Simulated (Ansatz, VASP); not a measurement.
**TiO2: VASP beside Ansatz**

The input INCAR:

```
  ALGO = Normal
  EDIFF = 1E-7
  ENCUT = 520
  GGA = PE
  ISIF = 2
  ISMEAR = 0
  LASPH = True
  LCHARG = False
  LREAL = False
  LWAVE = False
  NBANDS = 33
  NELM = 100
  PREC = Accurate
  SIGMA = 0.05
```

The input KPOINTS:

```
k-points
0
Gamma
  6 6 10
```

Contents of POSCAR:

```
TiO2
1.0
    4.6433998164      0.0000000000      0.0000000000
    0.0000000000      4.6433998164      0.0000000000
    0.0000000000      0.0000000000      2.9638636888
Ti O
2 4
Direct
    0.0000000000      0.0000000000      0.0156977583
    0.5000000000      0.5000000000      0.5156977583
    0.3050970583      0.3050970583     -0.0234828613
    0.1949029417      0.8050970583      0.4765171387
    0.6949029417      0.6949029417     -0.0234828613
    0.8050970583      0.1949029417      0.4765171387
```

Input for Ansatz:

```yaml
crystal:
  lattice:
    - [4.6433998164, 0.0, 0.0]
    - [0.0, 4.6433998164, 0.0]
    - [0.0, 0.0, 2.9638636888]
  atoms:
    - { symbol: Ti, position: [0.0, 0.0, 0.0156977583] }
    - { symbol: Ti, position: [0.5, 0.5, 0.5156977583] }
    - { symbol: O, position: [0.3050970583, 0.3050970583, -0.0234828613] }
    - { symbol: O, position: [0.1949029417, 0.8050970583, 0.4765171387] }
    - { symbol: O, position: [0.6949029417, 0.6949029417, -0.0234828613] }
    - { symbol: O, position: [0.8050970583, 0.1949029417, 0.4765171387] }
basis:
  ecutwfc: 520.0
kpoints:
  mp_grid: { grid: [6, 6, 10] }
hamiltonian:
  xc: pbe
  pseudopotentials: { kind: paw, azcp: { folder: soft_1 } }
scf:
  occupations: { method: gaussian, width: 0.05 }
output:
  forces: true
  stress: true
  eigenvalues: true
```

Change from the starting cell: mode 1 frozen in at -0.070 Å, equal normal strain along x, y and z +0.0000.

Alike in both runs: task single point; functional PBE; k mesh 6 × 6 × 10; occupations gaussian, width 0.05 eV; no spin polarisation.

|  | VASP | Ansatz |
| --- | --- | --- |
| version | VASP 6.6.1 | Ansatz 0.2.0 |
| potentials or method | VASP PAW PBE potentials, release 64 (Ti_sv, O), cutoff 520 eV | scalar-relativistic, plane waves, PAW |
| valence electrons in the cell | 48 | 48 |

```tsv
	VASP	Ansatz	Ansatz less VASP
gap on the k mesh at the Fermi level (eV)	2.05	2.08	+0.027
least direct gap on the mesh (eV)	2.22	2.25	+0.027
pressure (GPa)	2.5	1.8	-0.65
traceless stress, the component that is largest in VASP (GPa)	0.84	0.60	-0.240
rms of the force components (eV/Å)	0.095	0.071	-0.0238
```

Atom by atom the forces differ by 0.026 eV/Å (rms over components). With one functional, cell and mesh, what is left measures potentials, basis and numerics.
